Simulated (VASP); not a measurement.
HfN, 4 atoms in the cell. Symmetry: P6_3/mmc, No. 194, hexagonal system. Conventional cell: a = 3.103 Å, b = 3.103 Å, c = 5.351 Å, α = 90.00°, β = 90.00°, γ = 120.00°. Hf (site symmetry -6m2) has 6 N at 2.24 Å within 3.0 Å. N (site symmetry -3m) has 6 Hf at 2.24 Å and 2 N at 2.68 Å within 3.0 Å. 

| Item | Value |
| --- | --- |
| Program | VASP 6.6.1 |
| Task | single point |
| Functional | LDA |
| Potentials or basis | VASP PAW LDA potentials, release 64 (Hf_pv, N) |
| Cutoff | 520 eV |
| k mesh | 18 × 18 × 8 |
| Occupations | gaussian, width 0.1 eV |
| Spin | no spin polarisation |
| Dipole correction | no |
| Further INCAR settings | ALGO = Normal; EDIFF = 1e-06; NBANDS = 23 |

Potentials or basis: VASP PAW LDA potentials, release 64 (Hf_pv, N).

Run with:

```console
$ cat potpaw_LDA.64/Hf_pv/POTCAR potpaw_LDA.64/N/POTCAR > POTCAR
$ mpirun -np 1 vasp_std > vasp.out
```

Hardware: 1 thread of Intel(R) Xeon(R) Platinum 8488C (Sapphire Rapids) (shared host).

Problem. How long does it take, and how much memory?

Solution. Run time: 78 s on 1 thread of Intel(R) Xeon(R) Platinum 8488C (Sapphire Rapids), with other jobs on the host, peak memory 0.27 GiB. Counts: scf iterations 13, k points 185.
